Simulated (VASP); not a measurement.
# NaC3 (Cmcm) in VASP: further runs

NaC3 is run at these levels: PBE; tasks: single point.

Program: VASP 6.6.1. These are calculated values, not measurements. Logs are shortened: lines on timing, memory, paths and dates and some standing lists are left out, and cuts for length are marked.

**1. The cell of the first run**

Symmetry: Cmcm, No. 63, orthorhombic system. Conventional cell: a = 5.452 Å, b = 8.149 Å, c = 3.681 Å, α = 90.00°, β = 90.00°, γ = 90.00°. Within 3.2 Å of Na (site symmetry m2m) lie 12 C at 2.42 to 2.75 Å and 2 Na at 2.83 Å. C (site symmetry m2m) has 8 C at 2.27 to 2.49 Å and 4 Na at 2.42 to 2.75 Å within 3.0 Å. Within 3.0 Å of C (site symmetry m) lie 7 C at 2.27 to 2.49 Å and 4 Na at 2.42 to 2.51 Å.

**2. Single point, PBE**

File INCAR:

```
SYSTEM = NaC3
  PREC = Accurate
  ENCUT = 520
  EDIFF = 1E-6
  ISMEAR = 0
  SIGMA = 0.1
  LREAL = .FALSE.
  LASPH = .TRUE.
  NELM = 60
  ALGO = Normal
  ISIF = 2
  LWAVE = .FALSE.
  LCHARG = .TRUE.
  GGA = PE
  LELF = .TRUE.
  LVHAR = .TRUE.
  NBANDS = 29
```

File KPOINTS:

```
Automatic mesh
0
G
  4 4 6
  0 0 0
```

File POSCAR:

```
NaC3
1.0
    2.7260330444     -4.0746575858      0.0000000000
    2.7260330444      4.0746575858      0.0000000000
    0.0000000000      0.0000000000      3.6805092067
Na C
2 6
Direct
    0.6321000000      0.3679000000      0.2500000000
    0.3679000000      0.6321000000      0.7500000000
    0.1751000000      0.8249000000      0.2500000000
    0.8249000000      0.1751000000      0.7500000000
    0.1179000000      0.3079000000      0.2500000000
    0.8821000000      0.6921000000      0.7500000000
    0.3079000000      0.1179000000      0.7500000000
    0.6921000000      0.8821000000      0.2500000000
```

Potentials or basis: VASP PAW PBE potentials, release 64 (Na_pv, C).

Launch:

```sh
> cat potpaw_PBE.64/Na_pv/POTCAR potpaw_PBE.64/C/POTCAR > POTCAR
> mpirun -np 1 vasp_std > vasp.out
```

OUTCAR:

```text
SYSTEM = NaC3
   PREC = Accurate
   ENCUT = 520
   EDIFF = 1E-6
   ISMEAR = 0
   LREAL = .FALSE.
   LASPH = .TRUE.
   NELM = 60
   ISIF = 2
   GGA = PE

 ion  position               nearest neighbor table
   1  0.632  0.368  0.250-   4 2.42   4 2.42   8 2.42   5 2.42
   2  0.368  0.632  0.750-   3 2.42   3 2.42   6 2.42   7 2.42
   3  0.175  0.825  0.250-   2 2.42   2 2.42
   4  0.825  0.175  0.750-   1 2.42   1 2.42
   5  0.118  0.308  0.250-   1 2.42
   6  0.882  0.692  0.750-   2 2.42
   7  0.308  0.118  0.750-   2 2.42
   8  0.692  0.882  0.250-   1 2.42

  LATTYP: Found a base centered orthorhombic cell.
 ALAT       =     5.4520660888
 B/A-ratio  =     1.4947205406
 C/A-ratio  =     0.6750668731

  Lattice vectors:

 A1 = (   2.7260330444,  -4.0746575858,   0.0000000000)
 A2 = (   2.7260330444,   4.0746575858,   0.0000000000)
 A3 = (   0.0000000000,   0.0000000000,   3.6805092067)

Analysis of symmetry for initial positions (statically):
=====================================================================
 Subroutine PRICEL returns:
 Original cell was already a primitive cell.

 Routine SETGRP: Setting up the symmetry group for a
 base centered orthorhombic supercell.

 Subroutine GETGRP returns: Found  8 space group operations
 (whereof  4 operations were pure point group operations)
 out of a pool of  8 trial point group operations.

The static configuration has the point symmetry C_2h.
 The point group associated with its full space group is D_2h.

Analysis of symmetry for dynamics (positions and initial velocities):
=====================================================================
 Subroutine PRICEL returns:
 Original cell was already a primitive cell.

 Routine SETGRP: Setting up the symmetry group for a
 base centered orthorhombic supercell.

 Subroutine GETGRP returns: Found  8 space group operations
 (whereof  4 operations were pure point group operations)
 out of a pool of  8 trial point group operations.

The dynamic configuration has the point symmetry C_2h.
 The point group associated with its full space group is D_2h.

 Subroutine INISYM returns: Found  8 space group operations
 (whereof  4 operations are pure point group operations),
 and found     1 'primitive' translations

----------------------------------------------------------------------------------------

                                     Primitive cell

  volume of cell :      81.7636

  direct lattice vectors                    reciprocal lattice vectors
     2.726033044 -4.074657586  0.000000000     0.183416705 -0.122709698  0.000000000
     2.726033044  4.074657586  0.000000000     0.183416705  0.122709698  0.000000000
     0.000000000  0.000000000  3.680509207     0.000000000  0.000000000  0.271701535

  length of vectors
     4.902457608  4.902457608  3.680509207     0.220679310  0.220679310  0.271701535

  position of ions in fractional coordinates (direct lattice)
     0.632100000  0.367900000  0.250000000
     0.367900000  0.632100000  0.750000000
     0.175100000  0.824900000  0.250000000
     0.824900000  0.175100000  0.750000000
     0.117900000  0.307900000  0.250000000
     0.882100000  0.692100000  0.750000000
     0.307900000  0.117900000  0.750000000
     0.692100000  0.882100000  0.250000000

  ion indices of the primitive-cell ions
   primitive index   ion index
                 1           1
                 2           2
                 3           3
                 4           4
                 5           5
                 6           6
                 7           7
                 8           8

----------------------------------------------------------------------------------------

 KPOINTS: Automatic mesh

Automatic generation of k-mesh.
 Grid dimensions read from file:
 generate k-points for:    4    4    6

 Generating k-lattice:

  Cartesian coordinates                     Fractional coordinates (reciprocal lattice)
     0.045854176 -0.030677424  0.000000000     0.250000000 -0.000000000  0.000000000
     0.045854176  0.030677424  0.000000000    -0.000000000  0.250000000  0.000000000
     0.000000000  0.000000000  0.045283589     0.000000000  0.000000000  0.166666667

  Length of vectors
     0.055169827  0.055169827  0.045283589

  Shift w.r.t. Gamma in fractional coordinates (k-lattice)
     0.000000000  0.000000000  0.000000000

 Subroutine IBZKPT returns following result:
 ===========================================

 Found     28 irreducible k-points:

 Following reciprocal coordinates:
            Coordinates               Weight
  0.000000  0.000000  0.000000      1.000000
  0.250000  0.000000  0.000000      4.000000
  0.500000  0.000000  0.000000      2.000000
  0.250000  0.250000  0.000000      2.000000
  0.500000  0.250000  0.000000      4.000000
 -0.250000  0.250000  0.000000      2.000000
[... 16 lines left out ...]
  0.250000  0.000000  0.500000      4.000000
  0.500000  0.000000  0.500000      2.000000
 [... further k-points ...]
   k-points           NKPTS =     28   k-points in BZ     NKDIM =     28   number of bands    NBANDS=     29
   number of dos      NEDOS =    301   number of ions     NIONS =      8
   total plane-waves  NPLWV =  36288
   dimension x,y,z NGX =    36 NGY =   36 NGZ =   28
   dimension x,y,z NGXF=    72 NGYF=   72 NGZF=   56
   ions per type =               2   6
   NGX,Y,Z   is equivalent  to a cutoff of  12.21, 12.21, 12.65 a.u.
   NGXF,Y,Z  is equivalent  to a cutoff of  24.42, 24.42, 25.29 a.u.
 SYSTEM =  NaC3
   PREC   = accura    normal or accurate (medium, high low for compatibility)
   ISTART =      0    job   : 0-new  1-cont  2-samecut
   ICHARG =      2    charge: 1-file 2-atom 10-const
   ISPIN  =      1    spin polarized calculation?
   LNONCOLLINEAR =      F non collinear calculations
   LSORBIT =      F    spin-orbit coupling
   LASPH  =      T    aspherical Exc in radial PAW
   ENCUT  =  520.0 eV  38.22 Ry    6.18 a.u.   9.12  9.12  6.84*2*pi/ulx,y,z
   NELM   =     60;   NELMIN=  2; NELMDL= -5     # of ELM steps
   EDIFF  = 0.1E-05   stopping-criterion for ELM
   LREAL  =      F    real-space projection
   EDIFFG = 0.1E-04   stopping-criterion for IOM
   NSW    =      0    number of steps for IOM
   IBRION =     -1    ionic relax: 0-MD 1-quasi-New 2-CG
   NFREE  =      0    steps in history (QN), initial steepest desc. (CG)
   ISIF   =      2    stress and relaxation
   ISYM   =      2    0-nonsym 1-usesym 2-fastsym
   POTIM  = 0.5000    time-step for ionic-motion
   TEBEG  =    0.0;   TEEND  =   0.0 temperature during run
   PSTRESS=    0.0 pullay stress
   NELECT =      38.0000    total number of electrons
   NUPDOWN=      -1.0000    fix difference up-down
   EMIN   =  10.00;   EMAX   =-10.00  energy-range for DOS
   EFERMI =   0.00;   METHOD = LEGACY
   ISMEAR =     0;   SIGMA  =   0.10  broadening in eV -4-tet -1-fermi 0-gaus
   EFERMI_NEDOS =   21; number of points for ismear=-14 and -15
   IALGO  =     38    algorithm
   IMIX   =      4    mixing-type and parameters
     AMIX     =   0.40;   BMIX     =  1.00
     AMIX_MAG =   1.60;   BMIX_MAG =  1.00
  volume/ion in A,a.u.               =      10.22        68.97
  Fermi-wavevector in a.u.,A,eV,Ry     =   1.268088  2.396338 21.878802  1.608047
  Thomas-Fermi vector in A             =   2.401201
   LORBIT       =      0    0 simple, 1 ext, 2 COOP (PROOUT), +10 PAW based schemes
   GGA     = PE    functional components
   LHFCALC =     F    Hartree Fock is set to
   AEXX    =    0.0000 exact exchange contribution
   IVDW    =     0    specifies the selected vdW correction
   LEPSILON=     F    determine dielectric tensor
   LRPA    =     F    only Hartree local field effects (RPA)
 non-spin polarized calculation
 Gauss-broadening in eV      SIGMA  =   0.10
  energy-cutoff  :      520.00
  volume of cell :       81.76
 maximum number of plane-waves:      2224
   NGX = 19   NGY = 19   NGZ = 13

 number of electron      38.0000026 magnetization

 Free energy of the ion-electron system (eV)
  ---------------------------------------------------
  ext. energy  EPLUGINS =         0.00000000
  ---------------------------------------------------
  free energy    TOTEN  =       -32.26735683 eV

  energy without entropy =      -32.24972816  energy(sigma->0) =      -32.25854249

 E-fermi :   3.8630     XC(G=0): -10.9650

 val. band max:        3.8582186026   @ k =   0.5000   0.2500   0.1667
 cond. band min:       3.9026800969   @ k =   0.5000   0.5000   0.1667
 fundamental gap:      0.0444614943
 Fermi energy:         3.8630328615

 k-point     1 :       0.0000    0.0000    0.0000
  band No.  band energies     occupation
      1     -18.8282      2.00000
      2     -18.7700      2.00000
      3     -18.7183      2.00000
      4     -18.6927      2.00000
      5     -18.6696      2.00000
      6     -18.6638      2.00000
[... 21 lines left out ...]
     28       8.2187      0.00000
     29       8.2817      0.00000

 k-point     2 :       0.2500    0.0000    0.0000
  band No.  band energies     occupation
      1     -18.8286      2.00000
      2     -18.7672      2.00000
      3     -18.7332      2.00000
      4     -18.6861      2.00000
      5     -18.6691      2.00000
      6     -18.6662      2.00000
[... 21 lines left out ...]
     28       8.0020      0.00000
     29       8.5819      0.00000

 k-point     3 :       0.5000    0.0000    0.0000
  band No.  band energies     occupation
      1     -18.8280      2.00000
      2     -18.7643      2.00000
      3     -18.7477      2.00000
      4     -18.6768      2.00000
      5     -18.6725      2.00000
      6     -18.6688      2.00000
[... 21 lines left out ...]
     28       7.7109      0.00000
     29       8.6108      0.00000

 k-point     4 :       0.2500    0.2500    0.0000
  band No.  band energies     occupation
      1     -18.8310      2.00000
      2     -18.7643      2.00000
      3     -18.7371      2.00000
      4     -18.6960      2.00000
      5     -18.6688      2.00000
      6     -18.6609      2.00000
[... 21 lines left out ...]
     28       7.5526      0.00000
     29       8.0635      0.00000

 k-point     5 :       0.5000    0.2500    0.0000
  band No.  band energies     occupation
      1     -18.8283      2.00000
      2     -18.7617      2.00000
      3     -18.7494      2.00000
      4     -18.6873      2.00000
      5     -18.6713      2.00000
      6     -18.6632      2.00000
[... 21 lines left out ...]
     28       7.5297      0.00000
     29       7.9542      0.00000
[... 510 lines left out ...]
     28       7.9568      0.00000
     29       8.1309      0.00000

 k-point    22 :       0.0000    0.0000    0.5000
  band No.  band energies     occupation
      1     -18.8310      2.00000
      2     -18.8310      2.00000
      3     -18.6963      2.00000
      4     -18.6963      2.00000
      5     -18.6822      2.00000
      6     -18.6822      2.00000
[... 21 lines left out ...]
     28       8.1515      0.00000
     29       8.4778      0.00000

 k-point    23 :       0.2500    0.0000    0.5000
  band No.  band energies     occupation
      1     -18.8380      2.00000
      2     -18.8380      2.00000
      3     -18.6994      2.00000
      4     -18.6994      2.00000
      5     -18.6744      2.00000
      6     -18.6744      2.00000
[... 21 lines left out ...]
     28       8.0972      0.00000
     29       8.6200      0.00000

 k-point    24 :       0.5000    0.0000    0.5000
  band No.  band energies     occupation
      1     -18.8447      2.00000
      2     -18.8447      2.00000
      3     -18.7007      2.00000
      4     -18.7007      2.00000
      5     -18.6688      2.00000
      6     -18.6688      2.00000
[... 21 lines left out ...]
     28       7.9856      0.00000
     29       8.7647      0.00000

 [... further k-points ...]
[... 5 lines left out ...]
  --------------------------------------------------------------------------------------
  -------------------------------------------------------------------------------------
  Total       -6.4252405     -0.8678902     -9.0302295      0.0000000      0.0000000      0.0000000
  in kB     -125.9040891    -17.0065104   -176.9494558      0.0000000      0.0000000      0.0000000
  external PRESSURE =    -106.6200184 kB  Pullay stress =       0.0000000 kB

 VOLUME and BASIS-vectors are now :
 -----------------------------------------------------------------------------
  energy-cutoff  :      520.00
  volume of cell :       81.76
      direct lattice vectors                 reciprocal lattice vectors
     2.726033044 -4.074657586  0.000000000     0.183416705 -0.122709698  0.000000000
     2.726033044  4.074657586  0.000000000     0.183416705  0.122709698  0.000000000
     0.000000000  0.000000000  3.680509207     0.000000000  0.000000000  0.271701535

 POSITION                                       TOTAL-FORCE (eV/Angst)
 -----------------------------------------------------------------------------------
      2.72603     -1.07652      0.92013         0.000000     -0.340433      0.000000
      2.72603      1.07652      2.76038         0.000000      0.340433     -0.000000
      2.72603      2.64771      0.92013         0.000000      1.651213     -0.000000
      2.72603     -2.64771      2.76038         0.000000     -1.651213     -0.000000
      1.16074      0.77418      0.92013        -2.530681     -0.702455     -0.000000
      4.29132     -0.77418      2.76038         2.530681      0.702455      0.000000
      1.16074     -0.77418      2.76038        -2.530681      0.702455     -0.000000
      4.29132      0.77418      0.92013         2.530681     -0.702455      0.000000
 -----------------------------------------------------------------------------------
    total drift:                                0.000000      0.000000     -0.000000

  FREE ENERGIE OF THE ION-ELECTRON SYSTEM (eV)
  ---------------------------------------------------
  free  energy   TOTEN  =       -32.2673568281 eV

  energy  without entropy=      -32.2497281555  energy(sigma->0) =      -32.25854249
```

It took 41 s on 1 thread of Intel Xeon Platinum 8259CL at 2.50GHz (Skylake/Cascade Lake), shared host; peak memory 0.2 GiB.

What came out:

| Quantity | Value |
| --- | --- |
| Free energy | -32.2674 eV |
| Pressure | -10.7 GPa |
| Largest force | 2.626 eV/Å |
| Band gap on the k mesh | zero (band 19 reaches 5.43 eV, above the bottom of band 20 at 3.34 eV) |

Forces in eV/Å, atoms in the order of the input:
```
Na   0.000 -0.340  0.000
Na   0.000  0.340  0.000
C    0.000  1.651  0.000
C    0.000 -1.651  0.000
C   -2.531 -0.702  0.000
C    2.531  0.702  0.000
C   -2.531  0.702  0.000
C    2.531 -0.702  0.000
```

Stress tensor (GPa, compression positive):
```
-12.59   0.00   0.00
  0.00  -1.70   0.00
  0.00   0.00 -17.69
```

Levels at points of the mesh, in eV from the Fermi level:
| k point | band 17 | band 18 | band 19 | band 20 | band 21 | band 22 |
| --- | --- | --- | --- | --- | --- | --- |
| (0.00, 0.00, 0.00) | -1.33 | -0.95 | -0.79 | -0.53 | 0.77 | 0.93 |
| (0.50, 0.00, 0.00) | -1.53 | -1.51 | -0.98 | -0.35 | 0.16 | 1.56 |
| (0.50, 0.50, 0.00) | -2.10 | -1.37 | -0.67 | -0.34 | 1.31 | 1.60 |
| (0.00, 0.00, 0.50) | -2.98 | -2.98 | 1.13 | 1.13 | 2.31 | 2.31 |
| (0.50, 0.00, 0.50) | -1.00 | -1.00 | 0.37 | 0.37 | 0.95 | 0.95 |
| (0.50, 0.50, 0.50) | -0.17 | -0.17 | -0.07 | -0.07 | 0.78 | 0.78 |

Caveat: forces of over 1 eV/Å act on the atoms, so gaps and moduli don't describe the material at rest.

**3. Single point, PBE**

This run uses another cell than the first one, of 12.35 Å³/atom, 1.208 times its volume.

File INCAR:

```
  ALGO = Normal
  EDIFF = 1E-7
  ENCUT = 520
  GGA = PE
  ISIF = 2
  ISMEAR = 0
  LASPH = T
  LCHARG = F
  LREAL = F
  LWAVE = F
  NBANDS = 29
  NELM = 60
  PREC = Accurate
  SIGMA = 0.1
```

File KPOINTS:

```
k-points
0
Gamma
  4 4 6
```

File POSCAR:

```
NaC3
1.0
    2.6022776450     -5.1722382853      0.0000000000
    2.6022776450      5.1722382853      0.0000000000
    0.0000000000      0.0000000000      3.6706017902
Na C
2 6
Direct
    0.6502957164      0.3497042836      0.2500000000
    0.3497042836      0.6502957164      0.7500000000
    0.0362650165      0.9637349835      0.2500000000
    0.9637349835      0.0362650165      0.7500000000
    0.0390039520      0.2345754507      0.2500000000
    0.9609960480      0.7654245493      0.7500000000
    0.2345754507      0.0390039520      0.7500000000
    0.7654245493      0.9609960480      0.2500000000
```

Potentials or basis: VASP PAW PBE potentials, release 64 (Na_pv, C).

Launch:

```sh
> cat potpaw_PBE.64/Na_pv/POTCAR potpaw_PBE.64/C/POTCAR > POTCAR
> mpirun -np 1 vasp_std > vasp.out
```

It took 76 s on 1 thread of Intel Xeon Platinum 8259CL at 2.50GHz (Skylake/Cascade Lake), shared host; peak memory 0.25 GiB.

It converged, with:

```
Free energy            : -44.0727 eV
Pressure               : 0.3 GPa
Largest force          : 0.118 eV/Å
Band gap on the k mesh : zero (band 19 reaches 3.42 eV, above the bottom of band 20 at 1.34 eV)
```

Forces in eV/Å, atoms in the order of the input:
```
Na   0.000 -0.001  0.000
Na   0.000  0.001  0.000
C    0.000 -0.087  0.000
C    0.000  0.087  0.000
C    0.110  0.043  0.000
C   -0.110 -0.043  0.000
C    0.110 -0.043  0.000
C   -0.110  0.043  0.000
```

Stress tensor (GPa, compression positive):
```
 0.45  0.00  0.00
 0.00  0.54  0.00
 0.00  0.00 -0.04
```

Levels at points of the mesh, in eV from the Fermi level:
| k point | band 15 | band 16 | band 17 | band 18 | band 19 | band 20 | band 21 | band 22 | band 23 | band 24 |
| --- | --- | --- | --- | --- | --- | --- | --- | --- | --- | --- |
| (0.00, 0.00, 0.00) | -2.77 | -1.84 | -1.44 | -1.44 | -1.10 | 0.11 | 1.96 | 3.97 | 4.37 | 5.32 |
| (0.50, 0.00, 0.00) | -2.81 | -2.01 | -1.10 | -1.00 | -0.88 | -0.71 | 1.77 | 4.00 | 4.56 | 4.70 |
| (0.50, 0.50, 0.00) | -2.86 | -2.54 | -1.64 | -1.30 | -0.76 | -0.73 | 1.83 | 4.22 | 4.79 | 5.36 |
| (0.00, 0.00, 0.50) | -2.13 | -2.13 | -1.69 | -1.69 | 1.17 | 1.17 | 3.83 | 3.83 | 4.09 | 4.09 |
| (0.50, 0.00, 0.50) | -1.82 | -1.82 | -1.55 | -1.55 | 1.23 | 1.23 | 2.85 | 2.85 | 4.31 | 4.31 |
| (0.50, 0.50, 0.50) | -2.29 | -2.29 | -1.37 | -1.37 | 1.23 | 1.23 | 3.04 | 3.04 | 3.36 | 3.36 |
